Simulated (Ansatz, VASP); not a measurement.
## Two plane-wave programs on SiC

```
Si C
1.0
     3.05536    0.00000    0.00000
    -1.52768    2.64602    0.00000
     0.00000    0.00000    5.01412
Si C
2 2
Direct
  0.66667 0.33333 0.50000
  0.33333 0.66667 0.00000
  0.66667 0.33333 0.88500
  0.33333 0.66667 0.38500
```

Alike in both runs: task single point; functional PBEsol; dispersion D3(BJ); k mesh 10 × 10 × 5; occupations fermi-dirac, width 0.05 eV; no spin polarisation.

|  | VASP | Ansatz |
| --- | --- | --- |
| version | VASP 6.6.1 | Ansatz 0.2.0 |
| potentials or method | VASP PAW PBE potentials, release 64 (Si, C) | Ansatz PAW |
| plane-wave cutoff (eV) | 520 | 420 |
| valence electrons in the cell | 16 | 16 |

VASP gave:

- gap on the k mesh at the Fermi level (eV): 2.29
- least direct gap on the mesh (eV): 4.00
- pressure (GPa): 1.4
- traceless stress, the component that is largest in VASP (GPa): -3.88
- rms of the force components (eV/Å): 0.452

Q: Estimate Ansatz's values.

A: gap on the k mesh at the Fermi level (eV): 2.30; least direct gap on the mesh (eV): 4.01; pressure (GPa): 1.0; traceless stress, the component that is largest in VASP (GPa): -3.83; rms of the force components (eV/Å): 0.450.

VASP's potentials were made for PBE, not for PBEsol. Atom by atom the forces differ by 0.002 eV/Å (rms over components).

Noted on Ansatz's run: odd divisions of the mesh miss points on the zone boundary, where band edges often lie, so the gap on the mesh can be too wide.
